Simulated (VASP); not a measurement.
# Pt (P6/mmm) in VASP: a series of runs

The runs below take Pt through single point, with PBE.

Everything below comes from runs of VASP 6.6.1. Logs are shortened: lines on timing, memory, paths and dates and some standing lists are left out, and cuts for length are marked.

**1. The cell of the first run**

Symmetry: P6/mmm, No. 191, hexagonal system. Conventional cell: a = 4.544 Å, b = 4.544 Å, c = 2.725 Å, α = 90.00°, β = 90.00°, γ = 120.00°. Within 3.6 Å of Pt (site symmetry 6/mmm) lie 14 Pt at 2.73 to 2.96 Å. Pt (site symmetry -6m2) has 11 Pt at 2.62 to 2.96 Å within 3.5 Å.

**2. Single point, PBE**

File INCAR:

```
SYSTEM = Pt
ALGO = Normal
EDIFF = 1E-6
ENCUT = 520
GGA = PE
ISIF = 2
ISMEAR = -1
LASPH = .True.
LCHARG = .False.
LREAL = .False.
LWAVE = .False.
NBANDS = 22
NELM = 100
PREC = Accurate
SIGMA = 0.05
```

File KPOINTS:

```
k-points
0
Gamma
  8 8 11
  0 0 0
```

File POSCAR:

```
Pt
1.0
    4.5435527123      0.0000000000      0.0000000000
   -2.2717763561      3.9348320723      0.0000000000
    0.0000000000      0.0000000000      2.7251116933
Pt
3
Direct
    0.0000000000      0.0000000000      0.0000000000
    0.3333333333      0.6666666667      0.5000000000
    0.6666666667      0.3333333333      0.5000000000
```

Potentials or basis: VASP PAW PBE potentials, release 64 (Pt).

The run is started by

```console
cat potpaw_PBE.64/Pt/POTCAR > POTCAR
mpirun -np 1 vasp_std > vasp.out
```

OUTCAR:

```text
SYSTEM = Pt
   EDIFF = 1E-6
   ENCUT = 520
   GGA = PE
   ISIF = 2
   ISMEAR = -1
   LASPH = .True.
   LREAL = .False.
   NELM = 100
   PREC = Accurate

 ion  position               nearest neighbor table
   1  0.000  0.000  0.000-   2 2.96   3 2.96   2 2.96   3 2.96   2 2.96   2 2.96   3 2.96   3 2.96
                             3 2.96   3 2.96   2 2.96   2 2.96
   2  0.333  0.667  0.500-   3 2.62   3 2.62   3 2.62   1 2.96   1 2.96   1 2.96   1 2.96   1 2.96
                             1 2.96
   3  0.667  0.333  0.500-   2 2.62   2 2.62   2 2.62   1 2.96   1 2.96   1 2.96   1 2.96   1 2.96
                             1 2.96

  LATTYP: Found a hexagonal cell.
 ALAT       =     4.5435527123
 C/A-ratio  =     0.5997755206

  Lattice vectors:

 A1 = (   4.5435527123,   0.0000000000,   0.0000000000)
 A2 = (  -2.2717763561,   3.9348320723,   0.0000000000)
 A3 = (   0.0000000000,   0.0000000000,   2.7251116933)

Analysis of symmetry for initial positions (statically):
=====================================================================
 Subroutine PRICEL returns:
 Original cell was already a primitive cell.

 Routine SETGRP: Setting up the symmetry group for a
 hexagonal supercell.

 Subroutine GETGRP returns: Found 24 space group operations
 (whereof 24 operations were pure point group operations)
 out of a pool of 24 trial point group operations.

The static configuration has the point symmetry D_6h.

Analysis of symmetry for dynamics (positions and initial velocities):
=====================================================================
 Subroutine PRICEL returns:
 Original cell was already a primitive cell.

 Routine SETGRP: Setting up the symmetry group for a
 hexagonal supercell.

 Subroutine GETGRP returns: Found 24 space group operations
 (whereof 24 operations were pure point group operations)
 out of a pool of 24 trial point group operations.

The dynamic configuration has the point symmetry D_6h.

 Subroutine INISYM returns: Found 24 space group operations
 (whereof 24 operations are pure point group operations),
 and found     1 'primitive' translations

----------------------------------------------------------------------------------------

                                     Primitive cell

  volume of cell :      48.7199

  direct lattice vectors                    reciprocal lattice vectors
     4.543552712  0.000000000  0.000000000     0.220092087  0.127070226  0.000000000
    -2.271776356  3.934832072  0.000000000     0.000000000  0.254140452  0.000000000
     0.000000000  0.000000000  2.725111693     0.000000000  0.000000000  0.366957436

  length of vectors
     4.543552712  4.543552712  2.725111693     0.254140452  0.254140452  0.366957436

  position of ions in fractional coordinates (direct lattice)
     0.000000000  0.000000000  0.000000000
     0.333333333  0.666666667  0.500000000
     0.666666667  0.333333333  0.500000000

  ion indices of the primitive-cell ions
   primitive index   ion index
                 1           1
                 2           2
                 3           3

----------------------------------------------------------------------------------------

 KPOINTS: k-points

Automatic generation of k-mesh.
 Grid dimensions read from file:
 generate k-points for:    8    8   11

 Generating k-lattice:

  Cartesian coordinates                     Fractional coordinates (reciprocal lattice)
     0.027511511  0.015883778  0.000000000     0.125000000  0.000000000  0.000000000
     0.000000000  0.031767556  0.000000000     0.000000000  0.125000000  0.000000000
     0.000000000  0.000000000  0.033359767     0.000000000  0.000000000  0.090909091

  Length of vectors
     0.031767556  0.031767556  0.033359767

  Shift w.r.t. Gamma in fractional coordinates (k-lattice)
     0.000000000  0.000000000  0.000000000

 Subroutine IBZKPT returns following result:
 ===========================================

 Found     60 irreducible k-points:

 Following reciprocal coordinates:
            Coordinates               Weight
  0.000000  0.000000  0.000000      1.000000
  0.125000 -0.000000  0.000000      6.000000
  0.250000 -0.000000  0.000000      6.000000
  0.375000  0.000000  0.000000      6.000000
  0.500000 -0.000000  0.000000      3.000000
  0.125000  0.125000  0.000000      6.000000
[... 16 lines left out ...]
  0.250000 -0.000000  0.181818     12.000000
  0.375000  0.000000  0.181818     12.000000
 [... further k-points ...]
   k-points           NKPTS =     60   k-points in BZ     NKDIM =     60   number of bands    NBANDS=     22
   number of dos      NEDOS =    301   number of ions     NIONS =      3
   total plane-waves  NPLWV =  25920
   dimension x,y,z NGX =    36 NGY =   36 NGZ =   20
   dimension x,y,z NGXF=    72 NGYF=   72 NGZF=   40
   ions per type =               3
   NGX,Y,Z   is equivalent  to a cutoff of  13.17, 13.17, 12.20 a.u.
   NGXF,Y,Z  is equivalent  to a cutoff of  26.34, 26.34, 24.40 a.u.
 SYSTEM =  Pt
   PREC   = accura    normal or accurate (medium, high low for compatibility)
   ISTART =      0    job   : 0-new  1-cont  2-samecut
   ICHARG =      2    charge: 1-file 2-atom 10-const
   ISPIN  =      1    spin polarized calculation?
   LNONCOLLINEAR =      F non collinear calculations
   LSORBIT =      F    spin-orbit coupling
   LASPH  =      T    aspherical Exc in radial PAW
   ENCUT  =  520.0 eV  38.22 Ry    6.18 a.u.   8.45  8.45  5.07*2*pi/ulx,y,z
   NELM   =    100;   NELMIN=  2; NELMDL= -5     # of ELM steps
   EDIFF  = 0.1E-05   stopping-criterion for ELM
   LREAL  =      F    real-space projection
   EDIFFG = 0.1E-04   stopping-criterion for IOM
   NSW    =      0    number of steps for IOM
   IBRION =     -1    ionic relax: 0-MD 1-quasi-New 2-CG
   NFREE  =      0    steps in history (QN), initial steepest desc. (CG)
   ISIF   =      2    stress and relaxation
   ISYM   =      2    0-nonsym 1-usesym 2-fastsym
   POTIM  = 0.5000    time-step for ionic-motion
   TEBEG  =    0.0;   TEEND  =   0.0 temperature during run
   PSTRESS=    0.0 pullay stress
   NELECT =      30.0000    total number of electrons
   NUPDOWN=      -1.0000    fix difference up-down
   EMIN   =  10.00;   EMAX   =-10.00  energy-range for DOS
   EFERMI =   0.00;   METHOD = LEGACY
   ISMEAR =    -1;   SIGMA  =   0.05  broadening in eV -4-tet -1-fermi 0-gaus
   EFERMI_NEDOS =   21; number of points for ismear=-14 and -15
   IALGO  =     38    algorithm
   IMIX   =      4    mixing-type and parameters
     AMIX     =   0.40;   BMIX     =  1.00
     AMIX_MAG =   1.60;   BMIX_MAG =  1.00
  volume/ion in A,a.u.               =      16.24       109.59
  Fermi-wavevector in a.u.,A,eV,Ry     =   1.392772  2.631957 26.392753  1.939813
  Thomas-Fermi vector in A             =   2.516482
   LORBIT       =      0    0 simple, 1 ext, 2 COOP (PROOUT), +10 PAW based schemes
   GGA     = PE    functional components
   LHFCALC =     F    Hartree Fock is set to
   AEXX    =    0.0000 exact exchange contribution
   IVDW    =     0    specifies the selected vdW correction
   LEPSILON=     F    determine dielectric tensor
   LRPA    =     F    only Hartree local field effects (RPA)
 non-spin polarized calculation
  energy-cutoff  :      520.00
  volume of cell :       48.72
 maximum number of plane-waves:      1342
 NGX is ok and might be reduce to    36
   NGX = 17   NGY = 17   NGZ = 11

 number of electron      30.0000002 magnetization

 Free energy of the ion-electron system (eV)
  ---------------------------------------------------
  ext. energy  EPLUGINS =         0.00000000
  ---------------------------------------------------
  free energy    TOTEN  =       -17.86295187 eV

  energy without entropy =      -17.80456421  energy(sigma->0) =      -17.83375804

 E-fermi :   9.8259     XC(G=0): -13.0337

 val. band max:        9.8208931197   @ k =   0.2500   0.2500   0.3636
 cond. band min:       9.8260008477   @ k =   0.2500   0.2500   0.0000
 fundamental gap:      0.0051077280
 Fermi energy:         9.8259178426

 k-point     1 :       0.0000    0.0000    0.0000
  band No.  band energies     occupation
      1       0.4924      2.00000
      2       3.8290      2.00000
      3       5.3542      2.00000
      4       5.9299      2.00000
      5       5.9299      2.00000
      6       5.9726      2.00000
[... 14 lines left out ...]
     21      17.0777      0.00000
     22      17.0777      0.00000

 k-point     2 :       0.1250   -0.0000    0.0000
  band No.  band energies     occupation
      1       0.6972      2.00000
      2       3.8764      2.00000
      3       5.0108      2.00000
      4       5.3485      2.00000
      5       5.5062      2.00000
      6       5.9628      2.00000
[... 14 lines left out ...]
     21      19.0232      0.00000
     22      19.2828      0.00000

 k-point     3 :       0.2500   -0.0000    0.0000
  band No.  band energies     occupation
      1       1.2843      2.00000
      2       3.8672      2.00000
      3       4.4043      2.00000
      4       4.9471      2.00000
      5       5.2852      2.00000
      6       5.7984      2.00000
[... 14 lines left out ...]
     21      20.9890      0.00000
     22      21.4268      0.00000

 k-point     4 :       0.3750    0.0000    0.0000
  band No.  band energies     occupation
      1       2.1599      2.00000
      2       3.4982      2.00000
      3       4.0416      2.00000
      4       4.8023      2.00000
      5       5.2375      2.00000
      6       5.4877      2.00000
[... 14 lines left out ...]
     21      22.7782      0.00000
     22      22.9967      0.00000

 k-point     5 :       0.5000   -0.0000    0.0000
  band No.  band energies     occupation
      1       3.0146      2.00000
      2       3.2290      2.00000
      3       3.4400      2.00000
      4       5.0950      2.00000
      5       5.1159      2.00000
      6       5.2518      2.00000
[... 417 lines left out ...]
 k-point    22 :       0.1250   -0.0000    0.1818
  band No.  band energies     occupation
      1       1.5190      2.00000
      2       4.7555      2.00000
      3       4.9979      2.00000
      4       5.2026      2.00000
      5       5.5238      2.00000
      6       5.7925      2.00000
[... 14 lines left out ...]
     21      19.6402      0.00000
     22      19.6650      0.00000

 k-point    23 :       0.2500   -0.0000    0.1818
  band No.  band energies     occupation
      1       2.0620      2.00000
      2       4.4550      2.00000
      3       4.9597      2.00000
      4       5.1233      2.00000
      5       5.2437      2.00000
      6       6.0668      2.00000
[... 14 lines left out ...]
     21      21.0559      0.00000
     22      21.5097      0.00000

 k-point    24 :       0.3750    0.0000    0.1818
  band No.  band energies     occupation
      1       2.8748      2.00000
      2       4.0411      2.00000
      3       4.6677      2.00000
      4       5.1535      2.00000
      5       5.2810      2.00000
      6       6.1138      2.00000
[... 14 lines left out ...]
     21      22.5671      0.00000
     22      23.3146      0.00000

 [... further k-points ...]

------------------------ aborting loop because EDIFF is reached ----------------------------------------

  FORCE on cell =-STRESS in cart. coord.  units (eV):
  Direction    XX          YY          ZZ          XY          YZ          ZX
  --------------------------------------------------------------------------------------
  -------------------------------------------------------------------------------------
  Total       -1.0302844     -1.0302844     -1.0374454     -0.0000000      0.0000000      0.0000000
  in kB      -33.8814227    -33.8814227    -34.1169155     -0.0000000      0.0000000      0.0000000
  external PRESSURE =     -33.9599203 kB  Pullay stress =       0.0000000 kB

 VOLUME and BASIS-vectors are now :
 -----------------------------------------------------------------------------
  energy-cutoff  :      520.00
  volume of cell :       48.72
      direct lattice vectors                 reciprocal lattice vectors
     4.543552712  0.000000000  0.000000000     0.220092087  0.127070226  0.000000000
    -2.271776356  3.934832072  0.000000000     0.000000000  0.254140452  0.000000000
     0.000000000  0.000000000  2.725111693     0.000000000  0.000000000  0.366957436

 POSITION                                       TOTAL-FORCE (eV/Angst)
 -----------------------------------------------------------------------------------
      0.00000      0.00000      0.00000        -0.000000     -0.000000     -0.000000
     -0.00000      2.62322      1.36256        -0.000000      0.000000      0.000000
      2.27178      1.31161      1.36256         0.000000     -0.000000     -0.000000
 -----------------------------------------------------------------------------------
    total drift:                                0.000000      0.000000     -0.000000

  FREE ENERGIE OF THE ION-ELECTRON SYSTEM (eV)
  ---------------------------------------------------
  free  energy   TOTEN  =       -17.8629518695 eV

  energy  without entropy=      -17.8045642080  energy(sigma->0) =      -17.83375804
```

Run time: 21 s. Hardware: 1 thread of Intel Xeon 6975P-C (Granite Rapids), shared host; peak memory 0.19 GiB.

What came out:

```
Free energy            : -17.8630 eV
Pressure               : -3.4 GPa
Band gap on the k mesh : zero (band 15 reaches 10.76 eV, above the bottom of band 16 at 9.59 eV)
```

Levels at points of the mesh, in eV from the Fermi level:
| k point | band 11 | band 12 | band 13 | band 14 | band 15 | band 16 | band 17 | band 18 | band 19 | band 20 |
| --- | --- | --- | --- | --- | --- | --- | --- | --- | --- | --- |
| (0.00, 0.00, 0.00) | -1.87 | -1.87 | -1.75 | -1.75 | 0.33 | 0.33 | 4.90 | 5.86 | 7.20 | 7.20 |
| (0.50, 0.00, 0.00) | -1.57 | -0.87 | -0.31 | -0.29 | -0.25 | -0.24 | 0.16 | 0.36 | 5.72 | 13.24 |

Caveat: spin-orbit coupling is left out, which moves the levels of the heavy elements.

**3. Single point, PBE**

File INCAR:

```
  PREC = Accurate
  ENCUT = 520
  EDIFF = 1E-6
  ISMEAR = -1
  SIGMA = 0.05
  LREAL = False
  LASPH = True
  NELM = 80
  ALGO = Normal
  ISIF = 2
  LWAVE = False
  LCHARG = False
  GGA = PE
  NBANDS = 22
```

File KPOINTS:

```
regular mesh
0
Gamma
  8 8 11
```

File POSCAR:

```
Pt
1.0
    4.5430167554      0.0000000000      0.0000000000
   -2.2715083777      3.9343679200      0.0000000000
    0.0000000000      0.0000000000      2.7252033401
Pt
3
Direct
    0.0000000000      0.0000000000      0.0000000000
    0.3333333333      0.6666666667      0.5000000000
    0.6666666667      0.3333333333      0.5000000000
```

Potentials or basis: VASP PAW PBE potentials, release 64 (Pt).

The run is started by

```console
cat potpaw_PBE.64/Pt/POTCAR > POTCAR
mpirun -np 1 vasp_std > vasp.out
```

OUTCAR:

```text
PREC = Accurate
   ENCUT = 520
   EDIFF = 1E-6
   ISMEAR = -1
   LREAL = False
   LASPH = True
   NELM = 80
   ISIF = 2
   GGA = PE

 ion  position               nearest neighbor table
   1  0.000  0.000  0.000-   2 2.96   3 2.96   2 2.96   3 2.96   3 2.96   3 2.96   2 2.96   2 2.96
                             3 2.96   3 2.96   2 2.96   2 2.96
   2  0.333  0.667  0.500-   3 2.62   3 2.62   3 2.62   1 2.96   1 2.96   1 2.96   1 2.96   1 2.96
                             1 2.96
   3  0.667  0.333  0.500-   2 2.62   2 2.62   2 2.62   1 2.96   1 2.96   1 2.96   1 2.96   1 2.96
                             1 2.96

  LATTYP: Found a hexagonal cell.
 ALAT       =     4.5430167554
 C/A-ratio  =     0.5998664515

  Lattice vectors:

 A1 = (   4.5430167554,   0.0000000000,   0.0000000000)
 A2 = (  -2.2715083777,   3.9343679200,   0.0000000000)
 A3 = (   0.0000000000,   0.0000000000,   2.7252033401)

Analysis of symmetry for initial positions (statically):
=====================================================================
 Subroutine PRICEL returns:
 Original cell was already a primitive cell.

 Routine SETGRP: Setting up the symmetry group for a
 hexagonal supercell.

[... 167 lines left out ...]

 E-fermi :   9.8296     XC(G=0): -13.0349

 val. band max:        9.8294045310   @ k =   0.2500   0.2500   0.0000
 cond. band min:       9.8312941904   @ k =   0.3750  -0.0000   0.0000
 fundamental gap:      0.0018896594
 Fermi energy:         9.8296001044

 k-point     1 :       0.0000    0.0000    0.0000
  band No.  band energies     occupation
      1       0.4938      2.00000
      2       3.8312      2.00000
      3       5.3579      2.00000
      4       5.9321      2.00000
      5       5.9321      2.00000
      6       5.9748      2.00000
[... 589 lines left out ...]
     21      22.5715      0.00000
     22      23.3208      0.00000

 [... further k-points ...]

------------------------ aborting loop because EDIFF is reached ----------------------------------------

  FORCE on cell =-STRESS in cart. coord.  units (eV):
  Direction    XX          YY          ZZ          XY          YZ          ZX
  --------------------------------------------------------------------------------------
  -------------------------------------------------------------------------------------
  Total       -1.0119890     -1.0119890     -1.0332575     -0.0000000      0.0000000      0.0000000
  in kB      -33.2865026    -33.2865026    -33.9860692     -0.0000000      0.0000000      0.0000000
  external PRESSURE =     -33.5196914 kB  Pullay stress =       0.0000000 kB

 VOLUME and BASIS-vectors are now :
 -----------------------------------------------------------------------------
  energy-cutoff  :      520.00
  volume of cell :       48.71
      direct lattice vectors                 reciprocal lattice vectors
     4.543016755  0.000000000  0.000000000     0.220118052  0.127085217  0.000000000
    -2.271508378  3.934367920  0.000000000     0.000000000  0.254170434  0.000000000
     0.000000000  0.000000000  2.725203340     0.000000000  0.000000000  0.366945096

 POSITION                                       TOTAL-FORCE (eV/Angst)
 -----------------------------------------------------------------------------------
      0.00000      0.00000      0.00000         0.000000      0.000000      0.000000
     -0.00000      2.62291      1.36260        -0.000000      0.000000     -0.000000
      2.27151      1.31146      1.36260         0.000000     -0.000000      0.000000
 -----------------------------------------------------------------------------------
    total drift:                                0.000000      0.000000     -0.000000

  FREE ENERGIE OF THE ION-ELECTRON SYSTEM (eV)
  ---------------------------------------------------
  free  energy   TOTEN  =       -17.8631550768 eV

  energy  without entropy=      -17.8047740865  energy(sigma->0) =      -17.83396458
```

OSZICAR:

```text
N       E                     dE             d eps       ncg     rms          rms(c)
DAV:   1     0.171342503761E+03    0.17134E+03   -0.15246E+04  2680   0.130E+03
DAV:   2    -0.147862245307E+02   -0.18613E+03   -0.17345E+03  2934   0.283E+02
DAV:   3    -0.189467157628E+02   -0.41605E+01   -0.40858E+01  3012   0.420E+01
DAV:   4    -0.189760803363E+02   -0.29365E-01   -0.29356E-01  2988   0.373E+00
DAV:   5    -0.189763995261E+02   -0.31919E-03   -0.31918E-03  3150   0.422E-01    0.184E+01
DAV:   6    -0.179933666171E+02    0.98303E+00   -0.22149E+00  2838   0.114E+01    0.102E+01
DAV:   7    -0.182429512928E+02   -0.24958E+00   -0.28449E+00  2934   0.123E+01    0.758E+00
DAV:   8    -0.178693452540E+02    0.37361E+00   -0.91353E-01  2832   0.966E+00    0.292E+00
DAV:   9    -0.178726871074E+02   -0.33419E-02   -0.95744E-02  3006   0.233E+00    0.111E+00
DAV:  10    -0.178632936759E+02    0.93934E-02   -0.33566E-02  2874   0.163E+00    0.220E-01
DAV:  11    -0.178631955345E+02    0.98141E-04   -0.51179E-04  2916   0.177E-01    0.957E-02
DAV:  12    -0.178631512663E+02    0.44268E-04   -0.10787E-04  2970   0.803E-02    0.267E-02
DAV:  13    -0.178631559529E+02   -0.46866E-05   -0.72324E-06  2964   0.205E-02    0.124E-02
DAV:  14    -0.178631550768E+02    0.87615E-06   -0.46219E-06  2082   0.175E-02
   1 F= -.17863155E+02 E0= -.17833965E+02  d E =-.583810E-01
```

It took 21 s on 1 thread of Intel Xeon 6975P-C (Granite Rapids), shared host; peak memory 0.19 GiB.

What came out:

| Item | Value |
| --- | --- |
| Free energy | -17.8632 eV |
| Pressure | -3.4 GPa |
| Band gap on the k mesh | zero (band 15 reaches 10.76 eV, above the bottom of band 16 at 9.59 eV) |

Caveat: spin-orbit coupling is left out, which moves the levels of the heavy elements.
